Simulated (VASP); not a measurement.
# MnF2 (P-3m1) in VASP: settings compared

MnF2 is run at these levels: LDA+U, PBE+U; tasks: single point.

All numbers are computed with VASP 6.6.1; they aren't measurements. Logs are shortened: lines on timing, memory, paths and dates and some standing lists are left out, and cuts for length are marked.

### 1 The cell of the first run

It takes space group P-3m1 (No. 164, trigonal). Conventional cell: a = 3.079 Å, b = 3.079 Å, c = 4.967 Å, α = 90.00°, β = 90.00°, γ = 120.00°. Within 2.9 Å of Mn (site symmetry -3m) lie 6 F at 2.17 Å. F (site symmetry 3m) has 3 Mn at 2.17 Å within 2.9 Å.

### 2 Single point, LDA+U, collinear spin, ferromagnetic start

File INCAR:

```
SYSTEM = MnF2
PREC = Accurate
ENCUT = 520
EDIFF = 1E-6
ISMEAR = 0
SIGMA = 0.05
LREAL = .FALSE.
LASPH = .TRUE.
NELM = 150
ALGO = Normal
ISIF = 2
LWAVE = .FALSE.
LCHARG = .FALSE.
ISPIN = 2
MAGMOM = 4 0 0
LORBIT = 11
NUPDOWN = 4.0
LMAXMIX = 4
LDAU = .TRUE.
LDAUTYPE = 2
LDAUL = 2 -1
LDAUU = 6 0
LDAUJ = 0 0
LDAUPRINT = 1
NBANDS = 24
```

File KPOINTS:

```
Automatic mesh
0
G
  7 7 4
  0 0 0
```

File POSCAR:

```
MnF2
1.0
    3.0792500000      0.0000000000      0.0000000000
   -1.5396250000      2.6667087300      0.0000000000
    0.0000000000      0.0000000000      4.9674693400
Mn F
1 2
Direct
    0.0000000000      0.0000000000      0.0000000000
    0.3333333333      0.6666666667      0.2520000000
    0.6666666667      0.3333333333      0.7480000000
```

Potentials or basis: VASP PAW LDA potentials, release 64 (Mn_pv, F).

The run is started by

```bash
cat potpaw_LDA.64/Mn_pv/POTCAR potpaw_LDA.64/F/POTCAR > POTCAR
mpirun -np 1 vasp_std > vasp.out
```

OUTCAR:

```text
SYSTEM = MnF2
   PREC = Accurate
   ENCUT = 520
   EDIFF = 1E-6
   ISMEAR = 0
   LREAL = .FALSE.
   LASPH = .TRUE.
   NELM = 150
   ISIF = 2
   ISPIN = 2
   LORBIT = 11
   NUPDOWN = 4.0

 ion  position               nearest neighbor table
   1  0.000  0.000  0.000-   2 2.17   3 2.17   3 2.17   2 2.17   3 2.17   2 2.17
   2  0.333  0.667  0.252-   1 2.17   1 2.17   1 2.17
   3  0.667  0.333  0.748-   1 2.17   1 2.17   1 2.17

  LATTYP: Found a hexagonal cell.
 ALAT       =     3.0792500000
 C/A-ratio  =     1.6132075473

  Lattice vectors:

 A1 = (   3.0792500000,   0.0000000000,   0.0000000000)
 A2 = (  -1.5396250000,   2.6667087300,   0.0000000000)
 A3 = (   0.0000000000,   0.0000000000,   4.9674693400)

Analysis of symmetry for initial positions (statically):
=====================================================================
 Subroutine PRICEL returns:
 Original cell was already a primitive cell.

 Routine SETGRP: Setting up the symmetry group for a
 hexagonal supercell.

 Subroutine GETGRP returns: Found 12 space group operations
 (whereof 12 operations were pure point group operations)
 out of a pool of 24 trial point group operations.

The static configuration has the point symmetry D_3d.

Analysis of symmetry for dynamics (positions and initial velocities):
=====================================================================
 Subroutine PRICEL returns:
 Original cell was already a primitive cell.

 Routine SETGRP: Setting up the symmetry group for a
 hexagonal supercell.

 Subroutine GETGRP returns: Found 12 space group operations
 (whereof 12 operations were pure point group operations)
 out of a pool of 24 trial point group operations.

The dynamic configuration has the point symmetry D_3d.

Analysis of structural, dynamic, and magnetic symmetry:
=====================================================================
 Subroutine PRICEL returns:
 Original cell was already a primitive cell.

 Routine SETGRP: Setting up the symmetry group for a
 hexagonal supercell.

 Subroutine GETGRP returns: Found 12 space group operations
 (whereof 12 operations were pure point group operations)
 out of a pool of 24 trial point group operations.

The overall configuration has the point symmetry D_3d.

 Subroutine INISYM returns: Found 12 space group operations
 (whereof 12 operations are pure point group operations),
 and found     1 'primitive' translations

----------------------------------------------------------------------------------------

                                     Primitive cell

  volume of cell :      40.7902

  direct lattice vectors                    reciprocal lattice vectors
     3.079250000  0.000000000  0.000000000     0.324754404  0.187497042  0.000000000
    -1.539625000  2.666708730  0.000000000     0.000000000  0.374994085  0.000000000
     0.000000000  0.000000000  4.967469340     0.000000000  0.000000000  0.201309748

  length of vectors
     3.079250000  3.079250005  4.967469340     0.374994086  0.374994085  0.201309748

  position of ions in fractional coordinates (direct lattice)
     0.000000000  0.000000000  0.000000000
     0.333333333  0.666666667  0.252000000
     0.666666667  0.333333333  0.748000000

  ion indices of the primitive-cell ions
   primitive index   ion index
                 1           1
                 2           2
                 3           3

[... 68 lines left out ...]
   LASPH  =      T    aspherical Exc in radial PAW
   ENCUT  =  520.0 eV  38.22 Ry    6.18 a.u.   5.73  5.73  9.24*2*pi/ulx,y,z
   NELM   =    150;   NELMIN=  2; NELMDL= -5     # of ELM steps
   EDIFF  = 0.1E-05   stopping-criterion for ELM
   LREAL  =      F    real-space projection
   EDIFFG = 0.1E-04   stopping-criterion for IOM
   NSW    =      0    number of steps for IOM
   IBRION =     -1    ionic relax: 0-MD 1-quasi-New 2-CG
   NFREE  =      0    steps in history (QN), initial steepest desc. (CG)
   ISIF   =      2    stress and relaxation
   ISYM   =      2    0-nonsym 1-usesym 2-fastsym
   POTIM  = 0.5000    time-step for ionic-motion
   TEBEG  =    0.0;   TEEND  =   0.0 temperature during run
   PSTRESS=    0.0 pullay stress
   NELECT =      27.0000    total number of electrons
   NUPDOWN=       4.0000    fix difference up-down
   EMIN   =  10.00;   EMAX   =-10.00  energy-range for DOS
   EFERMI =   0.00;   METHOD = LEGACY
   ISMEAR =     0;   SIGMA  =   0.05  broadening in eV -4-tet -1-fermi 0-gaus
   EFERMI_NEDOS =   21; number of points for ismear=-14 and -15
   IALGO  =     38    algorithm
   IMIX   =      4    mixing-type and parameters
     AMIX     =   0.40;   BMIX     =  1.00
     AMIX_MAG =   1.60;   BMIX_MAG =  1.00
  volume/ion in A,a.u.               =      13.60        91.76
  Fermi-wavevector in a.u.,A,eV,Ry     =   1.426738  2.696144 27.695759  2.035581
  Thomas-Fermi vector in A             =   2.546983
   LORBIT       =     11    0 simple, 1 ext, 2 COOP (PROOUT), +10 PAW based schemes
 LDA+U is selected, type is set to LDAUTYPE =  2
   angular momentum for each species LDAUL =     2   -1
   U (eV)           for each species LDAUU =   6.0  0.0
   J (eV)           for each species LDAUJ =   0.0  0.0
   GGA     = CA    functional components
   LHFCALC =     F    Hartree Fock is set to
   AEXX    =    0.0000 exact exchange contribution
   IVDW    =     0    specifies the selected vdW correction
   LEPSILON=     F    determine dielectric tensor
   LRPA    =     F    only Hartree local field effects (RPA)
 spin polarized calculation
 Gauss-broadening in eV      SIGMA  =   0.05
  energy-cutoff  :      520.00
  volume of cell :       40.79
 maximum number of plane-waves:      1110
 NGX is ok and might be reduce to    24
   NGX = 11   NGY = 11   NGZ = 19

atom =   1  type =  1  l = 2

 onsite density matrix

spin component  1

  0.9132 -0.0000  0.0000  0.0505  0.0000
 -0.0000  0.8614  0.0000 -0.0000  0.0505
  0.0000  0.0000  0.9488 -0.0000  0.0000
  0.0505 -0.0000 -0.0000  0.8614 -0.0000
  0.0000  0.0505  0.0000 -0.0000  0.9132

spin component  2

  0.1366  0.0000 -0.0000  0.0500 -0.0000
  0.0000  0.0859  0.0000  0.0000  0.0500
 -0.0000  0.0000  0.0521 -0.0000  0.0000
  0.0500  0.0000 -0.0000  0.0859 -0.0000
 -0.0000  0.0500  0.0000 -0.0000  0.1366

 occupancies and eigenvectors

  o =  0.0521  v =  0.0000  0.0000  0.0000  0.0000  0.0000 -0.0000  0.0000  1.0000  0.0000 -0.0000      0.0000  0.0000  0.0000  0.0000  0.0000  0.0000  0.0000  0.0000  0.0000  0.0000
  o =  0.0553  v =  0.0000  0.0000  0.0000  0.0000  0.0000 -0.5232  0.0000 -0.0000  0.8522 -0.0000      0.0000  0.0000  0.0000  0.0000  0.0000  0.0000  0.0000  0.0000  0.0000  0.0000
  o =  0.0553  v =  0.0000  0.0000  0.0000  0.0000  0.0000  0.0000  0.8522 -0.0000 -0.0000 -0.5232      0.0000  0.0000  0.0000  0.0000  0.0000  0.0000  0.0000  0.0000  0.0000  0.0000
  o =  0.1673  v =  0.0000  0.0000  0.0000  0.0000  0.0000 -0.8522 -0.0000 -0.0000 -0.5232 -0.0000      0.0000  0.0000  0.0000  0.0000  0.0000  0.0000  0.0000  0.0000  0.0000  0.0000
  o =  0.1673  v =  0.0000  0.0000  0.0000  0.0000  0.0000 -0.0000  0.5232  0.0000 -0.0000  0.8522      0.0000  0.0000  0.0000  0.0000  0.0000  0.0000  0.0000  0.0000  0.0000  0.0000
  o =  0.8305  v =  0.5215  0.0000 -0.0000 -0.8533 -0.0000  0.0000  0.0000  0.0000  0.0000  0.0000      0.0000  0.0000  0.0000  0.0000  0.0000  0.0000  0.0000  0.0000  0.0000  0.0000
  o =  0.8305  v =  0.0000  0.8533  0.0000  0.0000 -0.5215  0.0000  0.0000  0.0000  0.0000  0.0000      0.0000  0.0000  0.0000  0.0000  0.0000  0.0000  0.0000  0.0000  0.0000  0.0000
  o =  0.9441  v = -0.8533  0.0000 -0.0000 -0.5215 -0.0000  0.0000  0.0000  0.0000  0.0000  0.0000      0.0000  0.0000  0.0000  0.0000  0.0000  0.0000  0.0000  0.0000  0.0000  0.0000
  o =  0.9441  v =  0.0000  0.5215 -0.0000 -0.0000  0.8533  0.0000  0.0000  0.0000  0.0000  0.0000      0.0000  0.0000  0.0000  0.0000  0.0000  0.0000  0.0000  0.0000  0.0000  0.0000
  o =  0.9488  v =  0.0000  0.0000  1.0000 -0.0000  0.0000  0.0000  0.0000  0.0000  0.0000  0.0000      0.0000  0.0000  0.0000  0.0000  0.0000  0.0000  0.0000  0.0000  0.0000  0.0000

 number of electron      27.0000012 magnetization       4.0000007

 Free energy of the ion-electron system (eV)
  ---------------------------------------------------
  ext. energy  EPLUGINS =         0.00000000
  ---------------------------------------------------
  free energy    TOTEN  =       -16.38878658 eV

  energy without entropy =      -16.37329038  energy(sigma->0) =      -16.38103848

 E-fermi :   4.5450     XC(G=0): -10.3068

 val. band max:        4.5441767908   @ k =   0.2857   0.1429   0.2500
 cond. band min:       0.0602573098   @ k =   0.2857   0.0000   0.5000
 fundamental gap:     -4.4839194810
 Fermi energy:         0.0565072780

 spin component 1

 k-point     1 :       0.0000    0.0000    0.0000
  band No.  band energies     occupation
      1     -47.4806      1.00000
      2     -47.2838      1.00000
      3     -47.2838      1.00000
      4     -21.6048      1.00000
      5     -21.1266      1.00000
      6      -5.5044      1.00000
[... 1289 lines left out ...]
     23      18.3866      0.00000
     24      20.8740      0.00000

 [... further k-points ...]
[... 5 lines left out ...]
  --------------------------------------------------------------------------------------
  -------------------------------------------------------------------------------------
  Total       -2.1801182     -2.1801182     -4.1163769     -0.0000000      0.0000000      0.0000000
  in kB      -85.6317651    -85.6317654   -161.6850943     -0.0000000      0.0000000      0.0000000
  external PRESSURE =    -110.9828749 kB  Pullay stress =       0.0000000 kB

 VOLUME and BASIS-vectors are now :
 -----------------------------------------------------------------------------
  energy-cutoff  :      520.00
  volume of cell :       40.79
      direct lattice vectors                 reciprocal lattice vectors
     3.079250000  0.000000000  0.000000000     0.324754404  0.187497042  0.000000000
    -1.539625000  2.666708730  0.000000000     0.000000000  0.374994085  0.000000000
     0.000000000  0.000000000  4.967469340     0.000000000  0.000000000  0.201309748

 POSITION                                       TOTAL-FORCE (eV/Angst)
 -----------------------------------------------------------------------------------
      0.00000      0.00000      0.00000         0.000000      0.000000      0.000000
     -0.00000      1.77781      1.25180         0.000000     -0.000000     -1.459858
      1.53963      0.88890      3.71567        -0.000000      0.000000      1.459858
 -----------------------------------------------------------------------------------
    total drift:                                0.000000     -0.000000      0.000000

  FREE ENERGIE OF THE ION-ELECTRON SYSTEM (eV)
  ---------------------------------------------------
  free  energy   TOTEN  =       -16.3887865812 eV

  energy  without entropy=      -16.3732903824  energy(sigma->0) =      -16.38103848

 total charge

# of ion       s       p       d       tot
------------------------------------------
    1        0.184   6.145   4.975  11.304
    2        1.734   4.276   0.000   6.010
    3        1.734   4.276   0.000   6.010
--------------------------------------------------
tot          3.651  14.697   4.975  23.323

 magnetization (x)

# of ion       s       p       d       tot
------------------------------------------
    1        0.005   0.012   3.993   4.010
    2        0.002  -0.049   0.000  -0.047
    3        0.002  -0.049   0.000  -0.047
--------------------------------------------------
tot          0.009  -0.085   3.993   3.917
```

Wall time 43 s (1 thread of Intel Xeon Platinum 8259CL at 2.50GHz (Skylake/Cascade Lake), shared host); peak memory 0.17 GiB.

What came out:

| Item | Value |
| --- | --- |
| Free energy | -16.3888 eV |
| Pressure | -11.1 GPa |
| Largest force | 1.460 eV/Å |
| Net moment | 4.00 μB per cell |
| Site moments | Mn +4.01; F -0.05 μB |
| Valence electrons inside the program's atomic spheres | Mn 11.30; F 6.01 |

Forces on the atoms (eV/Å):
```
Mn   0.000  0.000  0.000
F    0.000  0.000 -1.460
F    0.000  0.000  1.460
```

Stress tensor (GPa, compression positive):
```
 -8.56   0.00   0.00
  0.00  -8.56   0.00
  0.00   0.00 -16.17
```

Eigenvalues of the final occupation matrices:
| site | spin | trace | eigenvalues |
| --- | --- | --- | --- |
| site 1 d | 1 | 4.50 | 0.83 0.83 0.94 0.94 0.95 |
| site 1 d | 2 | 0.50 | 0.05 0.06 0.06 0.17 0.17 |

Caveat: the total moment is fixed, so each spin has its own Fermi level; a cell with one magnetic atom can't hold antiferromagnetic order, which such compounds often take; forces of over 1 eV/Å act on the atoms, so gaps and moduli don't describe the material at rest.

### 3 Single point, LDA+U, collinear spin, ferromagnetic start

File INCAR:

```
SYSTEM = MnF2
ALGO = Normal ; EDIFF = 1E-6
ENCUT = 520 ; ISIF = 2
ISMEAR = 0 ; ISPIN = 2
LASPH = .True. ; LCHARG = .True.
LDAU = .True. ; LDAUJ = 0 0
LDAUL = 2 -1 ; LDAUPRINT = 1
LDAUTYPE = 2 ; LDAUU = 2 0
LELF = .True. ; LMAXMIX = 4
LORBIT = 11 ; LREAL = .False.
LVHAR = .True. ; LWAVE = .False.
MAGMOM = -0.55 0 0 ; NBANDS = 24
NELM = 150 ; PREC = Accurate
SIGMA = 0.05
```

File KPOINTS:

```
k-points
0
Gamma
  7 7 4
  0 0 0
```

POSCAR is that of step 2.

Potentials or basis: VASP PAW LDA potentials, release 64 (Mn_pv, F).

The run is started by

```bash
cat potpaw_LDA.64/Mn_pv/POTCAR potpaw_LDA.64/F/POTCAR > POTCAR
mpirun -np 1 vasp_std > vasp.out
```

Wall time 64 s (1 thread of Intel Xeon Platinum 8259CL at 2.50GHz (Skylake/Cascade Lake), shared host); peak memory 0.17 GiB.

It converged, with:

```yaml
Free_energy: -16.7762 eV
Pressure: -20.1 GPa
Largest_force: 2.349 eV/Å
Net_moment: -1.80 μB per cell
Site_moments: Mn -1.73; F -0.00 μB
Valence_electrons_inside_the_program's_atomic_spheres: Mn 11.32; F 6.00
```

Forces in eV/Å, atoms in the order of the input:
```
Mn   0.000  0.000  0.000
F    0.000  0.000 -2.349
F    0.000  0.000  2.349
```

Stress tensor (GPa, compression positive):
```
-17.92   0.00   0.00
  0.00 -17.92   0.00
  0.00   0.00 -24.60
```

Levels at points of the mesh, in eV from the Fermi level:
Spin up:
```
           k point  band 11  band 12  band 13  band 14  band 15  band 16
(0.00, 0.00, 0.00)    -4.72    -0.53    -0.53     0.79     1.44     1.68
(0.00, 0.00, 0.50)    -4.95    -0.53    -0.53     0.93     1.70     1.70
```
Spin down:
```tsv
k point	band 12	band 13	band 14	band 15	band 16	band 17
(0.00, 0.00, 0.00)	-2.48	-1.92	-1.92	0.02	0.02	0.99
(0.00, 0.00, 0.50)	-2.43	-1.92	-1.92	0.05	0.05	2.19
```

Eigenvalues of the final occupation matrices:
```tsv
site	spin	trace	eigenvalues
site 1 d	1	1.66	0.05 0.08 0.08 0.73 0.73
site 1 d	2	3.38	0.29 0.29 0.93 0.93 0.93
```

Caveat: a cell with one magnetic atom can't hold antiferromagnetic order, which such compounds often take; forces of over 1 eV/Å act on the atoms, so gaps and moduli don't describe the material at rest.

### 4 Single point, PBE+U, collinear spin, ferromagnetic start

File INCAR:

```
SYSTEM = MnF2
PREC = Accurate ; ENCUT = 520
EDIFF = 1E-6 ; ISMEAR = 0
SIGMA = 0.05 ; LREAL = .FALSE.
LASPH = .TRUE. ; NELM = 150
ALGO = Normal ; ISIF = 2
LWAVE = .FALSE. ; LCHARG = .FALSE.
ISPIN = 2 ; MAGMOM = -0.24 0 0
LORBIT = 11 ; LMAXMIX = 4
LDAU = .TRUE. ; LDAUTYPE = 2
LDAUL = 2 -1 ; LDAUU = 6 0
LDAUJ = 0 0 ; LDAUPRINT = 1
GGA = PE ; NBANDS = 24
```

File KPOINTS:

```
regular mesh
0
G
  7 7 4
  0 0 0
```

POSCAR is that of step 3.

Potentials or basis: VASP PAW PBE potentials, release 64 (Mn_pv, F).

The run is started by

```bash
cat potpaw_PBE.64/Mn_pv/POTCAR potpaw_PBE.64/F/POTCAR > POTCAR
mpirun -np 1 vasp_std > vasp.out
```

It took 84 s on 1 thread of Intel Xeon Platinum 8259CL at 2.50GHz (Skylake/Cascade Lake), shared host; peak memory 0.19 GiB.

Results (log left out):

| Quantity | Value |
| --- | --- |
| Free energy | -15.1162 eV |
| Pressure | -3.4 GPa |
| Largest force | 1.453 eV/Å |
| Band gap on the k mesh | 3.70 eV, indirect (least direct gap 4.17 eV) |
| Net moment | -1.00 μB per cell |
| Site moments | Mn -0.94; F -0.01 μB |
| Valence electrons inside the program's atomic spheres | Mn 11.28; F 6.06 |

Forces in eV/Å, atoms in the order of the input:
```
Mn   0.000  0.000  0.000
F    0.000  0.000 -1.453
F    0.000  0.000  1.453
```

Stress tensor (GPa, compression positive):
```
  1.27   0.00   0.00
  0.00   1.27   0.00
  0.00   0.00 -12.85
```

Levels at points of the mesh, in eV from the valence-band top:
Spin up:
| k point | band 9 | band 10 | band 11 | band 12 | band 13 | band 14 | band 15 | band 16 | band 17 | band 18 |
| --- | --- | --- | --- | --- | --- | --- | --- | --- | --- | --- |
| (0.00, 0.00, 0.00) | -2.11 | -2.11 | -1.94 | -1.05 | -1.05 | 3.90 | 5.53 | 5.80 | 5.80 | 9.32 |
| (0.00, 0.00, 0.50) | -2.80 | -2.18 | -2.18 | -1.03 | -1.03 | 4.95 | 5.73 | 5.81 | 5.81 | 7.64 |
Spin down:
```tsv
k point	band 12	band 13	band 14	band 15	band 16	band 17
(0.00, 0.00, 0.00)	-1.63	-0.46	-0.46	3.70	5.33	5.33
(0.00, 0.00, 0.50)	-1.49	-0.43	-0.43	4.87	5.35	5.35
```

Eigenvalues of the final occupation matrices:
```csv
site,spin,trace,eigenvalues
site 1 d,1,2.03,0.01 0.05 0.05 0.96 0.96
site 1 d,2,2.96,0.05 0.05 0.95 0.95 0.95
```

Caveat: a cell with one magnetic atom can't hold antiferromagnetic order, which such compounds often take; forces of over 1 eV/Å act on the atoms, so gaps and moduli don't describe the material at rest. The state reached can hang on the start; a lower one may exist.

### 5 Summary

| level | potentials or basis | U | fixed moment (μB) | gap on the mesh (eV) | pressure (GPa) | moment (μB) | largest force (eV/Å) |
| --- | --- | --- | --- | --- | --- | --- | --- |
| LDA+U | VASP PAW LDA potentials, release 64 (Mn_pv, F) | Mn d U = 6.0 eV | 4.0 | - | -11.1 | 4.00 | 1.46 |
| LDA+U | VASP PAW LDA potentials, release 64 (Mn_pv, F) | Mn d U = 2.0 eV | - | none | -20.1 | 1.80 | 2.35 |
| PBE+U | VASP PAW PBE potentials, release 64 (Mn_pv, F) | Mn d U = 6.0 eV | - | 3.70 | -3.4 | 1.00 | 1.45 |

Alike in all rows: task single point; spin collinear, ferromagnetic start; cell as given; k mesh 7 × 7 × 4; cutoff (eV) 520; smearing gaussian 0.05 eV.

Caveats: a cell with one magnetic atom can't hold antiferromagnetic order, which such compounds often take; forces of over 1 eV/Å act on the atoms, so gaps and moduli don't describe the material at rest; the total moment is fixed, so each spin has its own Fermi level (some runs).

Total energies depend on the potentials used, so only differences within one code and one set of settings carry meaning.
